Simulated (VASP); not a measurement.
# SrO (P6_3mc) in VASP: a series of runs

The runs below take SrO through single point, with LDA.

All numbers are computed with VASP 6.6.1; they aren't measurements. Logs are shortened: lines on timing, memory, paths and dates and some standing lists are left out, and cuts for length are marked.

### 1 The cell of the first run

It takes space group P6_3mc (No. 186, hexagonal). The conventional cell has a = 4.128 Å, b = 4.128 Å, c = 4.978 Å, α = 90.00°, β = 90.00°, γ = 120.00°. Within 3.1 Å of Sr (site symmetry 3m) lie 5 O at 2.38 to 2.50 Å. O (site symmetry 3m) has 5 Sr at 2.38 to 2.50 Å within 3.1 Å.

### 2 Single point, LDA

Input file INCAR:

```
SYSTEM = SrO
PREC     = Accurate       ! precision mode
ENCUT    = 520            ! plane-wave cutoff, eV
EDIFF    = 1E-6           ! SCF threshold, eV
ISMEAR   = -1             ! smearing method
SIGMA    = 0.01           ! smearing width, eV
LREAL    = .FALSE.        ! projectors in reciprocal space
LASPH    = .TRUE.         ! aspherical terms in the spheres
NELM     = 100            ! most SCF steps
ALGO     = Normal         ! electronic algorithm
ISIF     = 2              ! what is computed and relaxed
LWAVE    = .FALSE.        ! write WAVECAR
LCHARG   = .FALSE.        ! write CHGCAR
GGA      = CA             ! functional
NBANDS   = 24             ! bands
```

Input file KPOINTS:

```
Automatic mesh
0
G
  5 5 4
  0 0 0
```

Input file POSCAR:

```
SrO
1.0
    4.1279170372      0.0000000000      0.0000000000
   -2.0639585186      3.5748808558      0.0000000000
    0.0000000000      0.0000000000      4.9776722438
Sr O
2 2
Direct
    0.3333333333      0.6666666667      0.9381280000
    0.6666666667      0.3333333333      0.4381280000
    0.3333333333      0.6666666667      0.4368720000
    0.6666666667      0.3333333333      0.9368720000
```

Potentials or basis: VASP PAW LDA potentials, release 64 (Sr_sv, O).

The run is started by

```console
cat potpaw_LDA.64/Sr_sv/POTCAR potpaw_LDA.64/O/POTCAR > POTCAR
mpirun -np 1 vasp_std > vasp.out
```

OUTCAR:

```text
SYSTEM = SrO
   PREC = Accurate
   ENCUT = 520
   EDIFF = 1E-6
   ISMEAR = -1
   LREAL = .FALSE.
   LASPH = .TRUE.
   NELM = 100
   ISIF = 2
   GGA = CA

 ion  position               nearest neighbor table
   1  0.333  0.667  0.938-   4 2.38   4 2.38   4 2.38   3 2.48   3 2.50   2 3.45   2 3.45   2 3.45
                             2 3.45   2 3.45   2 3.45
   2  0.667  0.333  0.438-   3 2.38   3 2.38   3 2.38   4 2.48   4 2.50   1 3.45   1 3.45   1 3.45
                             1 3.45   1 3.45   1 3.45
   3  0.333  0.667  0.437-   2 2.38   2 2.38   2 2.38   1 2.48   1 2.50
   4  0.667  0.333  0.937-   1 2.38   1 2.38   1 2.38   2 2.48   2 2.50

  LATTYP: Found a hexagonal cell.
 ALAT       =     4.1279170372
 C/A-ratio  =     1.2058556892

  Lattice vectors:

 A1 = (   4.1279170372,   0.0000000000,   0.0000000000)
 A2 = (  -2.0639585186,   3.5748808558,   0.0000000000)
 A3 = (   0.0000000000,   0.0000000000,   4.9776722438)

Analysis of symmetry for initial positions (statically):
=====================================================================
 Subroutine PRICEL returns:
 Original cell was already a primitive cell.

 Routine SETGRP: Setting up the symmetry group for a
 hexagonal supercell.

 Subroutine GETGRP returns: Found 12 space group operations
 (whereof  6 operations were pure point group operations)
 out of a pool of 24 trial point group operations.

The static configuration has the point symmetry C_3v.
 The point group associated with its full space group is C_6v.

Analysis of symmetry for dynamics (positions and initial velocities):
=====================================================================
 Subroutine PRICEL returns:
 Original cell was already a primitive cell.

 Routine SETGRP: Setting up the symmetry group for a
 hexagonal supercell.

 Subroutine GETGRP returns: Found 12 space group operations
 (whereof  6 operations were pure point group operations)
 out of a pool of 24 trial point group operations.

The dynamic configuration has the point symmetry C_3v.
 The point group associated with its full space group is C_6v.

 Subroutine INISYM returns: Found 12 space group operations
 (whereof  6 operations are pure point group operations),
 and found     1 'primitive' translations

----------------------------------------------------------------------------------------

                                     Primitive cell

  volume of cell :      73.4546

  direct lattice vectors                    reciprocal lattice vectors
     4.127917037  0.000000000  0.000000000     0.242252931  0.139864801  0.000000000
    -2.063958519  3.574880856  0.000000000     0.000000000  0.279729602  0.000000000
     0.000000000  0.000000000  4.977672244     0.000000000  0.000000000  0.200897116

  length of vectors
     4.127917037  4.127916896  4.977672244     0.279729593  0.279729602  0.200897116

  position of ions in fractional coordinates (direct lattice)
     0.333333333  0.666666667  0.938128000
     0.666666667  0.333333333  0.438128000
     0.333333333  0.666666667  0.436872000
     0.666666667  0.333333333  0.936872000

  ion indices of the primitive-cell ions
   primitive index   ion index
                 1           1
                 2           2
                 3           3
                 4           4

----------------------------------------------------------------------------------------

 KPOINTS: Automatic mesh

Automatic generation of k-mesh.
 Grid dimensions read from file:
 generate k-points for:    5    5    4

 Generating k-lattice:

  Cartesian coordinates                     Fractional coordinates (reciprocal lattice)
     0.048450586  0.027972960  0.000000000     0.200000000 -0.000000000  0.000000000
     0.000000000  0.055945920  0.000000000     0.000000000  0.200000000  0.000000000
     0.000000000  0.000000000  0.050224279     0.000000000  0.000000000  0.250000000

  Length of vectors
     0.055945919  0.055945920  0.050224279

  Shift w.r.t. Gamma in fractional coordinates (k-lattice)
     0.000000000  0.000000000  0.000000000

 Subroutine IBZKPT returns following result:
 ===========================================

 Found     15 irreducible k-points:

 Following reciprocal coordinates:
            Coordinates               Weight
  0.000000  0.000000  0.000000      1.000000
  0.200000  0.000000  0.000000      6.000000
  0.400000 -0.000000  0.000000      6.000000
  0.200000  0.200000  0.000000      6.000000
  0.400000  0.200000  0.000000      6.000000
  0.000000  0.000000  0.250000      2.000000
  0.200000  0.000000  0.250000     12.000000
  0.400000 -0.000000  0.250000     12.000000
  0.200000  0.200000  0.250000     12.000000
  0.400000  0.200000  0.250000     12.000000
  0.000000  0.000000  0.500000      1.000000
  0.200000  0.000000  0.500000      6.000000
  0.400000 -0.000000  0.500000      6.000000
  0.200000  0.200000  0.500000      6.000000
  0.400000  0.200000  0.500000      6.000000
   k-points           NKPTS =     15   k-points in BZ     NKDIM =     15   number of bands    NBANDS=     24
   number of dos      NEDOS =    301   number of ions     NIONS =      4
   total plane-waves  NPLWV =  40960
   dimension x,y,z NGX =    32 NGY =   32 NGZ =   40
   dimension x,y,z NGXF=    64 NGYF=   64 NGZF=   80
   ions per type =               2   2
   NGX,Y,Z   is equivalent  to a cutoff of  12.89, 12.89, 13.36 a.u.
   NGXF,Y,Z  is equivalent  to a cutoff of  25.78, 25.78, 26.72 a.u.
 SYSTEM =  SrO
   PREC   = accura    normal or accurate (medium, high low for compatibility)
   ISTART =      0    job   : 0-new  1-cont  2-samecut
   ICHARG =      2    charge: 1-file 2-atom 10-const
   ISPIN  =      1    spin polarized calculation?
   LNONCOLLINEAR =      F non collinear calculations
   LSORBIT =      F    spin-orbit coupling
   LASPH  =      T    aspherical Exc in radial PAW
   ENCUT  =  520.0 eV  38.22 Ry    6.18 a.u.   7.68  7.68  9.26*2*pi/ulx,y,z
   NELM   =    100;   NELMIN=  2; NELMDL= -5     # of ELM steps
   EDIFF  = 0.1E-05   stopping-criterion for ELM
   LREAL  =      F    real-space projection
   EDIFFG = 0.1E-04   stopping-criterion for IOM
   NSW    =      0    number of steps for IOM
   IBRION =     -1    ionic relax: 0-MD 1-quasi-New 2-CG
   NFREE  =      0    steps in history (QN), initial steepest desc. (CG)
   ISIF   =      2    stress and relaxation
   ISYM   =      2    0-nonsym 1-usesym 2-fastsym
   POTIM  = 0.5000    time-step for ionic-motion
   TEBEG  =    0.0;   TEEND  =   0.0 temperature during run
   PSTRESS=    0.0 pullay stress
   NELECT =      32.0000    total number of electrons
   NUPDOWN=      -1.0000    fix difference up-down
   EMIN   =  10.00;   EMAX   =-10.00  energy-range for DOS
   EFERMI =   0.00;   METHOD = LEGACY
   ISMEAR =    -1;   SIGMA  =   0.01  broadening in eV -4-tet -1-fermi 0-gaus
   EFERMI_NEDOS =   21; number of points for ismear=-14 and -15
   IALGO  =     38    algorithm
   IMIX   =      4    mixing-type and parameters
     AMIX     =   0.40;   BMIX     =  1.00
     AMIX_MAG =   1.60;   BMIX_MAG =  1.00
  volume/ion in A,a.u.               =      18.36       123.92
  Fermi-wavevector in a.u.,A,eV,Ry     =   1.241038  2.345222 20.955370  1.540176
  Thomas-Fermi vector in A             =   2.375453
   LORBIT       =      0    0 simple, 1 ext, 2 COOP (PROOUT), +10 PAW based schemes
   GGA     = CA    functional components
   LHFCALC =     F    Hartree Fock is set to
   AEXX    =    0.0000 exact exchange contribution
   IVDW    =     0    specifies the selected vdW correction
   LEPSILON=     F    determine dielectric tensor
   LRPA    =     F    only Hartree local field effects (RPA)
 non-spin polarized calculation
  energy-cutoff  :      520.00
  volume of cell :       73.45
 maximum number of plane-waves:      2010
 NGX is ok and might be reduce to    32
   NGX = 15   NGY = 15   NGZ = 19

 number of electron      31.9999999 magnetization

 Free energy of the ion-electron system (eV)
  ---------------------------------------------------
  ext. energy  EPLUGINS =         0.00000000
  ---------------------------------------------------
  free energy    TOTEN  =       -26.33800735 eV

  energy without entropy =      -26.33800735  energy(sigma->0) =      -26.33800735

 E-fermi :   1.1624     XC(G=0):  -9.9223

 val. band max:        0.8715253306   @ k =   0.0000   0.0000   0.0000
 cond. band min:       3.6254275405   @ k =   0.0000   0.0000   0.0000
 fundamental gap:      2.7539022099
 Fermi energy:         1.1624270581

 k-point     1 :       0.0000    0.0000    0.0000
  band No.  band energies     occupation
      1     -30.8947      2.00000
      2     -30.6241      2.00000
      3     -14.0230      2.00000
      4     -13.9510      2.00000
      5     -13.7804      2.00000
      6     -13.1937      2.00000
[... 16 lines left out ...]
     23      10.0323      0.00000
     24      10.1672      0.00000

 k-point     2 :       0.2000    0.0000    0.0000
  band No.  band energies     occupation
      1     -30.8614      2.00000
      2     -30.6358      2.00000
      3     -14.6622      2.00000
      4     -14.5201      2.00000
      5     -13.6735      2.00000
      6     -13.2699      2.00000
[... 16 lines left out ...]
     23       9.8437      0.00000
     24       9.8650      0.00000

 k-point     3 :       0.4000   -0.0000    0.0000
  band No.  band energies     occupation
      1     -30.7910      2.00000
      2     -30.6710      2.00000
      3     -15.2039      2.00000
      4     -15.0691      2.00000
      5     -13.4200      2.00000
      6     -13.3790      2.00000
[... 16 lines left out ...]
     23       9.9522      0.00000
     24      10.3767      0.00000
[... 271 lines left out ...]
 k-point    14 :       0.2000    0.2000    0.5000
  band No.  band energies     occupation
      1     -30.7316      2.00000
      2     -30.7316      2.00000
      3     -15.5399      2.00000
      4     -15.5399      2.00000
      5     -13.1256      2.00000
      6     -13.1256      2.00000
[... 16 lines left out ...]
     23       9.9453      0.00000
     24       9.9453      0.00000

 k-point    15 :       0.4000    0.2000    0.5000
  band No.  band energies     occupation
      1     -30.7220      2.00000
      2     -30.7220      2.00000
      3     -15.7161      2.00000
      4     -15.7161      2.00000
      5     -13.2029      2.00000
      6     -13.2029      2.00000
[... 16 lines left out ...]
     23      10.7332      0.00000
     24      10.7332      0.00000

------------------------ aborting loop because EDIFF is reached ----------------------------------------

  FORCE on cell =-STRESS in cart. coord.  units (eV):
  Direction    XX          YY          ZZ          XY          YZ          ZX
  --------------------------------------------------------------------------------------
  -------------------------------------------------------------------------------------
  Total        2.1753797      2.1753795      2.4055445      0.0000000      0.0000000      0.0000000
  in kB       47.4489748     47.4489705     52.4692853      0.0000000      0.0000000      0.0000000
  external PRESSURE =      49.1224102 kB  Pullay stress =       0.0000000 kB

 VOLUME and BASIS-vectors are now :
 -----------------------------------------------------------------------------
  energy-cutoff  :      520.00
  volume of cell :       73.45
      direct lattice vectors                 reciprocal lattice vectors
     4.127917037  0.000000000  0.000000000     0.242252931  0.139864801  0.000000000
    -2.063958519  3.574880856  0.000000000     0.000000000  0.279729602  0.000000000
     0.000000000  0.000000000  4.977672244     0.000000000  0.000000000  0.200897116

 POSITION                                       TOTAL-FORCE (eV/Angst)
 -----------------------------------------------------------------------------------
     -0.00000      2.38325      4.66969         0.000000      0.000000     -0.021142
      2.06396      1.19163      2.18086        -0.000000      0.000000     -0.021142
     -0.00000      2.38325      2.17461         0.000000      0.000000      0.021142
      2.06396      1.19163      4.66344        -0.000000     -0.000000      0.021142
 -----------------------------------------------------------------------------------
    total drift:                               -0.000000      0.000000     -0.000092

  FREE ENERGIE OF THE ION-ELECTRON SYSTEM (eV)
  ---------------------------------------------------
  free  energy   TOTEN  =       -26.3380073512 eV

  energy  without entropy=      -26.3380073512  energy(sigma->0) =      -26.33800735
```

Run time: 26 s. Hardware: 1 thread of AMD EPYC 7R43 (Zen 3), shared host; peak memory 0.14 GiB.

What came out:

```yaml
Free_energy: -26.3380 eV
Pressure: 4.9 GPa
Largest_force: 0.021 eV/Å
Band_gap_on_the_k_mesh: 2.75 eV, direct
```

Forces on the atoms (eV/Å):
```
Sr   0.000  0.000 -0.021
Sr   0.000  0.000 -0.021
O    0.000  0.000  0.021
O    0.000  0.000  0.021
```

### 3 Single point, LDA

This run uses another cell than the first one, of 18.87 Å³/atom, 1.028 times its volume.

Input file INCAR:

```
  ALGO = Normal
  EDIFF = 1E-6
  ENCUT = 520
  ISIF = 2
  ISMEAR = -1
  LASPH = True
  LCHARG = False
  LREAL = False
  LWAVE = False
  NBANDS = 24
  NELM = 60
  PREC = Accurate
  SIGMA = 0.01
```

Input file KPOINTS:

```
k-points
0
Gamma
  5 5 4
```

Input file POSCAR:

```
SrO
1.0
    4.1657899513      0.0000000000      0.0000000000
   -2.0828949756      3.6076797600      0.0000000000
    0.0000000000      0.0000000000      5.0233415127
Sr O
2 2
Direct
    0.3333333333      0.6666666667      0.9381280000
    0.6666666667      0.3333333333      0.4381280000
    0.3333333333      0.6666666667      0.4368720000
    0.6666666667      0.3333333333      0.9368720000
```

Potentials or basis: VASP PAW LDA potentials, release 64 (Sr_sv, O).

The run is started by

```console
cat potpaw_LDA.64/Sr_sv/POTCAR potpaw_LDA.64/O/POTCAR > POTCAR
mpirun -np 1 vasp_std > vasp.out
```

OUTCAR:

```text
EDIFF = 1E-6
   ENCUT = 520
   ISIF = 2
   ISMEAR = -1
   LASPH = True
   LREAL = False
   NELM = 60
   PREC = Accurate

 ion  position               nearest neighbor table
   1  0.333  0.667  0.938-   4 2.41   4 2.41   4 2.41   3 2.51   3 2.52   2 3.48   2 3.48   2 3.48
                             2 3.48   2 3.48   2 3.48
   2  0.667  0.333  0.438-   3 2.41   3 2.41   3 2.41   4 2.51   4 2.52   1 3.48   1 3.48   1 3.48
                             1 3.48   1 3.48   1 3.48
   3  0.333  0.667  0.437-   2 2.41   2 2.41   2 2.41   1 2.51   1 2.52
   4  0.667  0.333  0.937-   1 2.41   1 2.41   1 2.41   2 2.51   2 2.52

[... 597 lines left out ...]
  -------------------------------------------------------------------------------------
  Total        0.9950539      0.9950538      1.0734779      0.0000000      0.0000000      0.0000000
  in kB       21.1173353     21.1173334     22.7816748      0.0000000      0.0000000      0.0000000
  external PRESSURE =      21.6721145 kB  Pullay stress =       0.0000000 kB

 VOLUME and BASIS-vectors are now :
 -----------------------------------------------------------------------------
  energy-cutoff  :      520.00
  volume of cell :       75.49
      direct lattice vectors                 reciprocal lattice vectors
     4.165789951  0.000000000  0.000000000     0.240050509  0.138593233  0.000000000
    -2.082894976  3.607679760  0.000000000     0.000000000  0.277186465  0.000000000
     0.000000000  0.000000000  5.023341513     0.000000000  0.000000000  0.199070678

 POSITION                                       TOTAL-FORCE (eV/Angst)
 -----------------------------------------------------------------------------------
     -0.00000      2.40512      4.71254        -0.000000      0.000000     -0.018408
      2.08289      1.20256      2.20087         0.000000     -0.000000     -0.018408
     -0.00000      2.40512      2.19456        -0.000000      0.000000      0.018408
      2.08289      1.20256      4.70623         0.000000     -0.000000      0.018408
 -----------------------------------------------------------------------------------
    total drift:                               -0.000000      0.000000     -0.000075

  FREE ENERGIE OF THE ION-ELECTRON SYSTEM (eV)
  ---------------------------------------------------
  free  energy   TOTEN  =       -26.3843328435 eV

  energy  without entropy=      -26.3843328435  energy(sigma->0) =      -26.38433284
```

stdout:

```text
POSCAR found type information on POSCAR SrO
 POSCAR found :  2 types and       4 ions
 scaLAPACK will be used
 LDA part: xc-table for (Slater(with rela. corr.)+CA(PZ))
 , standard interpolation
 POSCAR, INCAR and KPOINTS ok, starting setup
 FFT: planning ... GRIDC
 FFT: planning ... GRID_SOFT
 FFT: planning ... GRID
 WAVECAR not read
 entering main loop
```

It took 30 s on 1 thread of AMD EPYC 7R43 (Zen 3), shared host; peak memory 0.13 GiB.

Results:

```yaml
Free_energy: -26.3843 eV
Pressure: 2.2 GPa
Largest_force: 0.018 eV/Å
Band_gap_on_the_k_mesh: 2.67 eV, direct
```

Forces in eV/Å, atoms in the order of the input:
```
Sr   0.000  0.000 -0.018
Sr   0.000  0.000 -0.018
O    0.000  0.000  0.018
O    0.000  0.000  0.018
```

(Part 1 of 2 ends here.)
